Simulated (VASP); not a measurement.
Runs of VASP 6.6.1 on NaBe4. The structure is that of space group Pm-3m (No. 221), or close to it. The cells are those of the table. 

```tsv
task	cell	k mesh	cutoff (eV)	gap on the mesh (eV)	pressure (GPa)	relaxed volume (Å³/atom)
single point	a = 3.978 Å, 5 atoms	10 × 10 × 10	520	none	0.1	-
relaxation of cell and atoms	relaxed from a = 3.802 Å, 5 atoms	4 × 4 × 4	600	none	0.1	(a)
relaxation of cell and atoms	relaxed from a = 3.972 Å, 5 atoms	10 × 10 × 10	600	none	0.1	12.58
single point	a = 3.972 Å, 5 atoms	4 × 4 × 4	520	none	0.1	-
single point	a = 3.802 Å, 5 atoms	4 × 4 × 4	520	none	10.1	-
```

Alike in all rows: level PBE; potentials or basis VASP PAW PBE potentials, release 64 (Na_pv, Be); no spin polarisation; smearing gaussian 0.1 eV.

Question: Fill in the values left out.

Answer: (a) 12.54.

Caveats: some runs use coarse meshes.

A gap of «none» marks levels without a gap at the run's occupations.
